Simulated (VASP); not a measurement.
# Al (P6_3/mmc) in VASP: a series of runs

Runs on Al. Level: LDA. Tasks: single point.

All numbers are computed with VASP 6.6.1; they aren't measurements. Logs are shortened: lines on timing, memory, paths and dates and some standing lists are left out, and cuts for length are marked.

### Step 1. The cell of the first run

The structure is hexagonal, space group P6_3/mmc (No. 194). Conventional cell: a = 2.385 Å, b = 2.385 Å, c = 3.887 Å, α = 90.00°, β = 90.00°, γ = 120.00°. Al (site symmetry -6m2) has 12 Al at 2.38 Å within 3.1 Å.

### Step 2. Single point, LDA

INCAR

```
PREC = Accurate ; ENCUT = 520
EDIFF = 1E-7 ; ISMEAR = -1
SIGMA = 0.08 ; LREAL = False
LASPH = True ; NELM = 60
ALGO = Normal ; ISIF = 2
LWAVE = False ; LCHARG = False
NBANDS = 10
```

KPOINTS

```
regular mesh
0
Gamma
  15 15 8
```

POSCAR

```
Al
1.0
    2.3845229601      0.0000000000      0.0000000000
   -1.1922614801      2.0650574593      0.0000000000
    0.0000000000      0.0000000000      3.8869076372
Al
2
Direct
    0.3333333333      0.6666666667      0.2500000000
    0.6666666667      0.3333333333      0.7500000000
```

Potentials or basis: VASP PAW LDA potentials, release 64 (Al).

On the command line:

```console
> cat potpaw_LDA.64/Al/POTCAR > POTCAR
> mpirun -np 1 vasp_std > vasp.out
```

OUTCAR:

```text
PREC = Accurate
   ENCUT = 520
   EDIFF = 1E-7
   ISMEAR = -1
   LREAL = False
   LASPH = True
   NELM = 60
   ISIF = 2

 ion  position               nearest neighbor table
   1  0.333  0.667  0.250-   2 2.38   2 2.38   2 2.38   2 2.38   2 2.38   2 2.38
   2  0.667  0.333  0.750-   1 2.38   1 2.38   1 2.38   1 2.38   1 2.38   1 2.38

  LATTYP: Found a hexagonal cell.
 ALAT       =     2.3845229601
 C/A-ratio  =     1.6300567041

  Lattice vectors:

 A1 = (   2.3845229601,   0.0000000000,   0.0000000000)
 A2 = (  -1.1922614801,   2.0650574593,   0.0000000000)
 A3 = (   0.0000000000,   0.0000000000,   3.8869076372)

Analysis of symmetry for initial positions (statically):
=====================================================================
 Subroutine PRICEL returns:
 Original cell was already a primitive cell.

 Routine SETGRP: Setting up the symmetry group for a
 hexagonal supercell.

 Subroutine GETGRP returns: Found 24 space group operations
 (whereof 12 operations were pure point group operations)
 out of a pool of 24 trial point group operations.

The static configuration has the point symmetry D_3d.
 The point group associated with its full space group is D_6h.

Analysis of symmetry for dynamics (positions and initial velocities):
=====================================================================
 Subroutine PRICEL returns:
 Original cell was already a primitive cell.

 Routine SETGRP: Setting up the symmetry group for a
 hexagonal supercell.

 Subroutine GETGRP returns: Found 24 space group operations
 (whereof 12 operations were pure point group operations)
 out of a pool of 24 trial point group operations.

The dynamic configuration has the point symmetry D_3d.
 The point group associated with its full space group is D_6h.

 Subroutine INISYM returns: Found 24 space group operations
 (whereof 12 operations are pure point group operations),
 and found     1 'primitive' translations

----------------------------------------------------------------------------------------

                                     Primitive cell

  volume of cell :      19.1398

  direct lattice vectors                    reciprocal lattice vectors
     2.384522960  0.000000000  0.000000000     0.419371093  0.242124013  0.000000000
    -1.192261480  2.065057459  0.000000000     0.000000000  0.484248027  0.000000000
     0.000000000  0.000000000  3.886907637     0.000000000  0.000000000  0.257273929

  length of vectors
     2.384522960  2.384522960  3.886907637     0.484248027  0.484248027  0.257273929

  position of ions in fractional coordinates (direct lattice)
     0.333333333  0.666666667  0.250000000
     0.666666667  0.333333333  0.750000000

  ion indices of the primitive-cell ions
   primitive index   ion index
                 1           1
                 2           2

----------------------------------------------------------------------------------------

 KPOINTS: regular mesh

Automatic generation of k-mesh.
 Grid dimensions read from file:
 generate k-points for:   15   15    8

 Generating k-lattice:

  Cartesian coordinates                     Fractional coordinates (reciprocal lattice)
     0.027958073  0.016141601  0.000000000     0.066666667 -0.000000000  0.000000000
     0.000000000  0.032283202  0.000000000     0.000000000  0.066666667  0.000000000
     0.000000000  0.000000000  0.032159241     0.000000000  0.000000000  0.125000000

  Length of vectors
     0.032283202  0.032283202  0.032159241

  Shift w.r.t. Gamma in fractional coordinates (k-lattice)
     0.000000000  0.000000000  0.000000000

 Subroutine IBZKPT returns following result:
 ===========================================

 Found    135 irreducible k-points:

 Following reciprocal coordinates:
            Coordinates               Weight
  0.000000  0.000000  0.000000      1.000000
  0.066667 -0.000000  0.000000      6.000000
  0.133333  0.000000  0.000000      6.000000
  0.200000  0.000000  0.000000      6.000000
  0.266667  0.000000  0.000000      6.000000
  0.333333  0.000000  0.000000      6.000000
[... 16 lines left out ...]
  0.333333  0.200000  0.000000     12.000000
  0.400000  0.200000  0.000000      6.000000
 [... further k-points ...]
   k-points           NKPTS =    135   k-points in BZ     NKDIM =    135   number of bands    NBANDS=     10
   number of dos      NEDOS =    301   number of ions     NIONS =      2
   total plane-waves  NPLWV =   9720
   dimension x,y,z NGX =    18 NGY =   18 NGZ =   30
   dimension x,y,z NGXF=    36 NGYF=   36 NGZF=   60
   ions per type =               2
   NGX,Y,Z   is equivalent  to a cutoff of  12.55, 12.55, 12.83 a.u.
   NGXF,Y,Z  is equivalent  to a cutoff of  25.10, 25.10, 25.66 a.u.
 SYSTEM =  unknown system
   PREC   = accura    normal or accurate (medium, high low for compatibility)
   ISTART =      0    job   : 0-new  1-cont  2-samecut
   ICHARG =      2    charge: 1-file 2-atom 10-const
   ISPIN  =      1    spin polarized calculation?
   LNONCOLLINEAR =      F non collinear calculations
   LSORBIT =      F    spin-orbit coupling
   LASPH  =      T    aspherical Exc in radial PAW
   ENCUT  =  520.0 eV  38.22 Ry    6.18 a.u.   4.43  4.43  7.23*2*pi/ulx,y,z
   NELM   =     60;   NELMIN=  2; NELMDL= -5     # of ELM steps
   EDIFF  = 0.1E-06   stopping-criterion for ELM
   LREAL  =      F    real-space projection
   EDIFFG = 0.1E-05   stopping-criterion for IOM
   NSW    =      0    number of steps for IOM
   IBRION =     -1    ionic relax: 0-MD 1-quasi-New 2-CG
   NFREE  =      0    steps in history (QN), initial steepest desc. (CG)
   ISIF   =      2    stress and relaxation
   ISYM   =      2    0-nonsym 1-usesym 2-fastsym
   POTIM  = 0.5000    time-step for ionic-motion
   TEBEG  =    0.0;   TEEND  =   0.0 temperature during run
   PSTRESS=    0.0 pullay stress
   NELECT =       6.0000    total number of electrons
   NUPDOWN=      -1.0000    fix difference up-down
   EMIN   =  10.00;   EMAX   =-10.00  energy-range for DOS
   EFERMI =   0.00;   METHOD = LEGACY
   ISMEAR =    -1;   SIGMA  =   0.08  broadening in eV -4-tet -1-fermi 0-gaus
   EFERMI_NEDOS =   21; number of points for ismear=-14 and -15
   IALGO  =     38    algorithm
   IMIX   =      4    mixing-type and parameters
     AMIX     =   0.40;   BMIX     =  1.00
     AMIX_MAG =   1.60;   BMIX_MAG =  1.00
  volume/ion in A,a.u.               =       9.57        64.58
  Fermi-wavevector in a.u.,A,eV,Ry     =   1.112105  2.101575 16.827393  1.236778
  Thomas-Fermi vector in A             =   2.248676
   LORBIT       =      0    0 simple, 1 ext, 2 COOP (PROOUT), +10 PAW based schemes
   GGA     = CA    functional components
   LHFCALC =     F    Hartree Fock is set to
   AEXX    =    0.0000 exact exchange contribution
   IVDW    =     0    specifies the selected vdW correction
   LEPSILON=     F    determine dielectric tensor
   LRPA    =     F    only Hartree local field effects (RPA)
 non-spin polarized calculation
  energy-cutoff  :      520.00
  volume of cell :       19.14
 maximum number of plane-waves:       537
 NGX is ok and might be reduce to    18

 number of electron       6.0000000 magnetization

 Free energy of the ion-electron system (eV)
  ---------------------------------------------------
  ext. energy  EPLUGINS =         0.00000000
  ---------------------------------------------------
  free energy    TOTEN  =        -5.18735106 eV

  energy without entropy =       -5.17456848  energy(sigma->0) =       -5.18095977

 E-fermi :  14.7365     XC(G=0): -12.5336

 val. band max:       14.7350058898   @ k =   0.2000   0.0000   0.2500
 cond. band min:      14.7445578277   @ k =   0.3333   0.2000   0.1250
 fundamental gap:      0.0095519379
 Fermi energy:        14.7364732188

 k-point     1 :       0.0000    0.0000    0.0000
  band No.  band energies     occupation
      1      -0.5604      2.00000
      2       7.9344      2.00000
      3       9.5392      2.00000
      4      28.9046      0.00000
      5      28.9046      0.00000
      6      29.9940      0.00000
      7      30.2192      0.00000
      8      30.2192      0.00000
      9      35.0985      0.00000
     10      35.6032      0.00000

 k-point     2 :       0.0667   -0.0000    0.0000
  band No.  band energies     occupation
      1      -0.4075      2.00000
      2       8.0651      2.00000
      3       9.6785      2.00000
      4      26.4558      0.00000
      5      27.9826      0.00000
      6      29.2114      0.00000
      7      31.2152      0.00000
      8      31.2412      0.00000
      9      33.7388      0.00000
     10      34.7601      0.00000

 k-point     3 :       0.1333    0.0000    0.0000
  band No.  band energies     occupation
      1       0.0495      2.00000
      2       8.4580      2.00000
      3      10.0881      2.00000
      4      23.2170      0.00000
      5      26.7829      0.00000
      6      27.3854      0.00000
      7      30.5791      0.00000
      8      31.6860      0.00000
      9      32.5970      0.00000
     10      33.3047      0.00000

 k-point     4 :       0.2000    0.0000    0.0000
  band No.  band energies     occupation
      1       0.8052      2.00000
      2       9.1149      2.00000
      3      10.7376      2.00000
      4      20.0709      0.00000
      5      25.4244      0.00000
      6      25.7439      0.00000
      7      27.3261      0.00000
      8      31.4114      0.00000
      9      31.9309      0.00000
     10      33.4466      0.00000
[... 222 lines left out ...]
 k-point    22 :       0.2667    0.2000    0.0000
  band No.  band energies     occupation
      1       4.9001      2.00000
      2      12.3931      2.00000
      3      12.8381      2.00000
      4      14.1146      1.99916
      5      17.4895      0.00000
      6      20.9415      0.00000
      7      23.0775      0.00000
      8      24.5581      0.00000
      9      27.5196      0.00000
     10      34.5388      0.00000

 k-point    23 :       0.3333    0.2000    0.0000
  band No.  band energies     occupation
      1       6.5787      2.00000
      2      10.5828      2.00000
      3      13.9827      1.99984
      4      14.4526      1.94404
      5      17.6727      0.00000
      6      18.5160      0.00000
      7      22.6312      0.00000
      8      23.1432      0.00000
      9      27.0496      0.00000
     10      34.4845      0.00000

 k-point    24 :       0.4000    0.2000    0.0000
  band No.  band energies     occupation
      1       8.2350      2.00000
      2       8.7742      2.00000
      3      14.0044      1.99979
      4      16.3269      0.00000
      5      16.3653      0.00000
      6      17.9192      0.00000
      7      22.4873      0.00000
      8      22.5138      0.00000
      9      26.9015      0.00000
     10      34.4332      0.00000

 [... further k-points ...]
[... 5 lines left out ...]
  --------------------------------------------------------------------------------------
  -------------------------------------------------------------------------------------
  Total       14.6153007     14.6153007     14.5882396     -0.0000000     -0.0000000      0.0000000
  in kB     1223.4337806   1223.4337805   1221.1685224     -0.0000000     -0.0000000      0.0000000
  external PRESSURE =    1222.6786945 kB  Pullay stress =       0.0000000 kB

 VOLUME and BASIS-vectors are now :
 -----------------------------------------------------------------------------
  energy-cutoff  :      520.00
  volume of cell :       19.14
      direct lattice vectors                 reciprocal lattice vectors
     2.384522960  0.000000000  0.000000000     0.419371093  0.242124013  0.000000000
    -1.192261480  2.065057459  0.000000000     0.000000000  0.484248027  0.000000000
     0.000000000  0.000000000  3.886907637     0.000000000  0.000000000  0.257273929

 POSITION                                       TOTAL-FORCE (eV/Angst)
 -----------------------------------------------------------------------------------
     -0.00000      1.37670      0.97173         0.000000     -0.000000      0.000000
      1.19226      0.68835      2.91518        -0.000000      0.000000      0.000000
 -----------------------------------------------------------------------------------
    total drift:                                0.000000     -0.000000     -0.000000

  FREE ENERGIE OF THE ION-ELECTRON SYSTEM (eV)
  ---------------------------------------------------
  free  energy   TOTEN  =        -5.1873510632 eV

  energy  without entropy=       -5.1745684807  energy(sigma->0) =       -5.18095977
```

Wall time 9.5 s (1 thread of Intel Xeon 6975P-C (Granite Rapids), shared host); peak memory 0.12 GiB.

What came out:

```yaml
Free_energy: -5.1874 eV
Pressure: 122.3 GPa
Band_gap_on_the_k_mesh: zero (band 3 reaches 20.17 eV, above the bottom of band 4 at 10.89 eV)
```

Stress tensor (GPa, compression positive):
```
122.34   0.00   0.00
  0.00 122.34   0.00
  0.00   0.00 122.12
```

### Step 3. Single point, LDA

INCAR

```
PREC = Accurate
ENCUT = 520
EDIFF = 1E-6
ISMEAR = -1
SIGMA = 0.08
LREAL = False
LASPH = True
NELM = 100
ALGO = Normal
ISIF = 2
LWAVE = False
LCHARG = False
GGA = CA
NBANDS = 10
```

KPOINTS is that of step 2.

POSCAR

```
Al
1.0
    2.3845229601      0.0000000000      0.0000000000
   -1.1922614800      2.0650574593      0.0000000000
    0.0000000000      0.0000000000      3.8869076372
Al
2
Direct
    0.3333333333      0.6666666667      0.2500000000
    0.6666666667      0.3333333333      0.7500000000
```

Potentials or basis: VASP PAW LDA potentials, release 64 (Al).

On the command line:

```console
> cat potpaw_LDA.64/Al/POTCAR > POTCAR
> mpirun -np 1 vasp_std > vasp.out
```

Wall time 7.3 s (1 thread of Intel Xeon 6975P-C (Granite Rapids), shared host); peak memory 0.12 GiB.

The run converged. Its results:

```
Free energy            : -5.1874 eV
Pressure               : 122.3 GPa
Band gap on the k mesh : zero (band 3 reaches 20.17 eV, above the bottom of band 4 at 10.89 eV)
```

Stress tensor (GPa, compression positive):
```
122.34   0.00   0.00
  0.00 122.34   0.00
  0.00   0.00 122.12
```

Levels at points of the mesh, in eV from the Fermi level:
```csv
k point,band 1,band 2,band 3,band 4,band 5,band 6
"(0.00, 0.00, 0.00)",-15.30,-6.80,-5.20,14.17,14.17,15.26
"(0.00, 0.00, 0.50)",-12.90,-12.90,4.71,4.71,15.09,15.09
```
